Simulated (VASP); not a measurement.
# MgF2 (rutile type) (P4_2/mnm) in VASP: notebook, part 2 of 3

VASP 6.6.1.

### Step 3. Single point, LDA (volume scaled by 0.62)

INCAR reads:

```
PREC     = Accurate       # precision mode
ENCUT    = 600            # plane-wave cutoff, eV
EDIFF    = 1E-6           # SCF threshold, eV
ISMEAR   = -1             # smearing method
SIGMA    = 0.1            # smearing width, eV
LREAL    = False          # projectors in reciprocal space
LASPH    = True           # aspherical terms in the spheres
NELM     = 120            # most SCF steps
ALGO     = Normal         # electronic algorithm
ISIF     = 2              # what is computed and relaxed
LWAVE    = False          # write WAVECAR
LCHARG   = True           # write CHGCAR
GGA      = CA             # functional
LELF     = True           # ELF
LVHAR    = True         
NBANDS   = 25             # bands
GGA_COMPAT= False
```

KPOINTS reads:

```
Automatic mesh
0
Gamma
  7 7 10
```

POSCAR reads:

```
MgF2
1.0
    3.8547912184      0.0000000000      0.0000000000
    0.0000000000      3.8547912184      0.0000000000
    0.0000000000      0.0000000000      2.6088001243
Mg F
2 4
Direct
    0.0000000000      0.0000000000      0.0000000000
    0.5000000000      0.5000000000      0.5000000000
    0.3005144129      0.3005144129      0.0000000000
    0.6994855871      0.6994855871      0.0000000000
    0.8005144129      0.1994855871      0.5000000000
    0.1994855871      0.8005144129      0.5000000000
```

Potentials or basis: VASP PAW LDA potentials, release 64 (Mg, F).

Command:

```console
> cat potpaw_LDA.64/Mg/POTCAR potpaw_LDA.64/F/POTCAR > POTCAR
> mpirun -np 1 vasp_std > vasp.out
```

OUTCAR:

```text
PREC = Accurate
   ENCUT = 600
   EDIFF = 1E-6
   ISMEAR = -1
   LREAL = False
   LASPH = True
   NELM = 120
   ISIF = 2
   GGA = CA

 ion  position               nearest neighbor table
   1  0.000  0.000  0.000-   3 1.64   4 1.64   5 1.70   6 1.70   5 1.70   6 1.70   2 3.02   2 3.02
                             2 3.02   2 3.02   2 3.02   2 3.02   2 3.02   2 3.02
   2  0.500  0.500  0.500-   5 1.64   6 1.64   3 1.70   4 1.70   3 1.70   4 1.70   1 3.02   1 3.02
                             1 3.02   1 3.02   1 3.02   1 3.02   1 3.02   1 3.02
   3  0.301  0.301  0.000-   1 1.64   2 1.70   2 1.70
   4  0.699  0.699  0.000-   1 1.64   2 1.70   2 1.70
   5  0.801  0.199  0.500-   2 1.64   1 1.70   1 1.70
   6  0.199  0.801  0.500-   2 1.64   1 1.70   1 1.70

  LATTYP: Found a simple tetragonal cell.
 ALAT       =     3.8547912184
 C/A-ratio  =     0.6767682026

  Lattice vectors:

 A1 = (   3.8547912184,   0.0000000000,   0.0000000000)
 A2 = (   0.0000000000,   3.8547912184,   0.0000000000)
 A3 = (   0.0000000000,   0.0000000000,   2.6088001243)

Analysis of symmetry for initial positions (statically):
=====================================================================
 Subroutine PRICEL returns:
 Original cell was already a primitive cell.

 Routine SETGRP: Setting up the symmetry group for a
 simple tetragonal supercell.

 Subroutine GETGRP returns: Found 16 space group operations
 (whereof  8 operations were pure point group operations)
 out of a pool of 16 trial point group operations.

The static configuration has the point symmetry D_2h.
 The point group associated with its full space group is D_4h.

Analysis of symmetry for dynamics (positions and initial velocities):
=====================================================================
 Subroutine PRICEL returns:
 Original cell was already a primitive cell.

 Routine SETGRP: Setting up the symmetry group for a
 simple tetragonal supercell.

 Subroutine GETGRP returns: Found 16 space group operations
[... 134 lines left out ...]
  Fermi-wavevector in a.u.,A,eV,Ry     =   1.535715  2.902081 32.088263  2.358421
  Thomas-Fermi vector in A             =   2.642465
   LORBIT       =      0    0 simple, 1 ext, 2 COOP (PROOUT), +10 PAW based schemes
   GGA     = CA    functional components
   LHFCALC =     F    Hartree Fock is set to
   AEXX    =    0.0000 exact exchange contribution
   IVDW    =     0    specifies the selected vdW correction
   LEPSILON=     F    determine dielectric tensor
   LRPA    =     F    only Hartree local field effects (RPA)
 non-spin polarized calculation
  energy-cutoff  :      600.00
  volume of cell :       38.77
 maximum number of plane-waves:      1314
 NGX is ok and might be reduce to    32
   NGX = 15   NGY = 15   NGZ = 11

 number of electron      32.0000007 magnetization

 Free energy of the ion-electron system (eV)
  ---------------------------------------------------
  ext. energy  EPLUGINS =         0.00000000
  ---------------------------------------------------
  free energy    TOTEN  =       -27.72731839 eV

  energy without entropy =      -27.72731839  energy(sigma->0) =      -27.72731839

 E-fermi :   4.9350     XC(G=0): -13.2721

 val. band max:        2.8890168958   @ k =   0.0000   0.0000   0.0000
 cond. band min:      13.9597339603   @ k =   0.0000   0.0000   0.0000
 fundamental gap:     11.0707170645
 Fermi energy:         4.9349946954

 k-point     1 :       0.0000    0.0000    0.0000
  band No.  band energies     occupation
      1     -20.3777      2.00000
      2     -17.7855      2.00000
      3     -17.7855      2.00000
      4     -17.6082      2.00000
      5      -3.6396      2.00000
      6      -2.8107      2.00000
[... 661 lines left out ...]
     24      25.6520      0.00000
     25      26.0824      0.00000

 [... further k-points ...]

------------------------ aborting loop because EDIFF is reached ----------------------------------------

  FORCE on cell =-STRESS in cart. coord.  units (eV):
  Direction    XX          YY          ZZ          XY          YZ          ZX
  --------------------------------------------------------------------------------------
  -------------------------------------------------------------------------------------
  Total       37.9118145     37.9118145     37.6888579     -0.0000000      0.0000000      0.0000000
  in kB     1566.9048509   1566.9048509   1557.6899975     -0.0000000      0.0000000      0.0000000
  external PRESSURE =    1563.8332331 kB  Pullay stress =       0.0000000 kB

 VOLUME and BASIS-vectors are now :
 -----------------------------------------------------------------------------
  energy-cutoff  :      600.00
  volume of cell :       38.77
      direct lattice vectors                 reciprocal lattice vectors
     3.854791218  0.000000000  0.000000000     0.259417422  0.000000000  0.000000000
     0.000000000  3.854791218  0.000000000     0.000000000  0.259417422  0.000000000
     0.000000000  0.000000000  2.608800124     0.000000000  0.000000000  0.383317982

 POSITION                                       TOTAL-FORCE (eV/Angst)
 -----------------------------------------------------------------------------------
      0.00000      0.00000      0.00000         0.000000     -0.000000     -0.000000
      1.92740      1.92740      1.30440         0.000000     -0.000000     -0.000000
      1.15842      1.15842      0.00000         0.067987      0.067987     -0.000000
      2.69637      2.69637      0.00000        -0.067987     -0.067987      0.000000
      3.08582      0.76898      1.30440         0.067987     -0.067987      0.000000
      0.76898      3.08582      1.30440        -0.067987      0.067987     -0.000000
 -----------------------------------------------------------------------------------
    total drift:                                0.000000     -0.000000      0.000000

  FREE ENERGIE OF THE ION-ELECTRON SYSTEM (eV)
  ---------------------------------------------------
  free  energy   TOTEN  =       -27.7273183884 eV

  energy  without entropy=      -27.7273183883  energy(sigma->0) =      -27.72731839
```

OSZICAR:

```text
N       E                     dE             d eps       ncg     rms          rms(c)
DAV:   1     0.186460851495E+03    0.18646E+03   -0.21247E+04  3240   0.145E+03
DAV:   2    -0.251946505117E+02   -0.21166E+03   -0.20713E+03  3571   0.347E+02
DAV:   3    -0.315932598611E+02   -0.63986E+01   -0.63883E+01  3855   0.543E+01
DAV:   4    -0.316192792184E+02   -0.26019E-01   -0.26018E-01  3462   0.386E+00
DAV:   5    -0.316193753578E+02   -0.96139E-04   -0.96139E-04  3916   0.218E-01    0.120E+01
DAV:   6    -0.279593008594E+02    0.36601E+01   -0.80375E+00  3571   0.229E+01    0.300E+00
DAV:   7    -0.277793266296E+02    0.17997E+00   -0.40912E-01  3783   0.492E+00    0.185E+00
DAV:   8    -0.277287604914E+02    0.50566E-01   -0.40422E-02  3705   0.188E+00    0.298E-01
DAV:   9    -0.277273100365E+02    0.14505E-02   -0.51616E-03  3745   0.576E-01    0.487E-02
DAV:  10    -0.277273181431E+02   -0.81066E-05   -0.11424E-04  3552   0.809E-02    0.140E-02
DAV:  11    -0.277273183884E+02   -0.24527E-06   -0.67569E-06  3805   0.229E-02
   1 F= -.27727318E+02 E0= -.27727318E+02  d E =-.881666E-10
```

Wall time 25 s (1 thread of AMD EPYC 9R45 (Zen 5), shared host); peak memory 0.15 GiB.

What came out:

- Free energy: -27.7273 eV
- Pressure: 156.4 GPa
- Largest force: 0.096 eV/Å
- Band gap on the k mesh: 11.07 eV, direct

Forces on the atoms (eV/Å):
```
Mg   0.000  0.000  0.000
Mg   0.000  0.000  0.000
F    0.068  0.068  0.000
F   -0.068 -0.068  0.000
F    0.068 -0.068  0.000
F   -0.068  0.068  0.000
```

 A k mesh can miss the band edges.

[end of part 2 of 3]
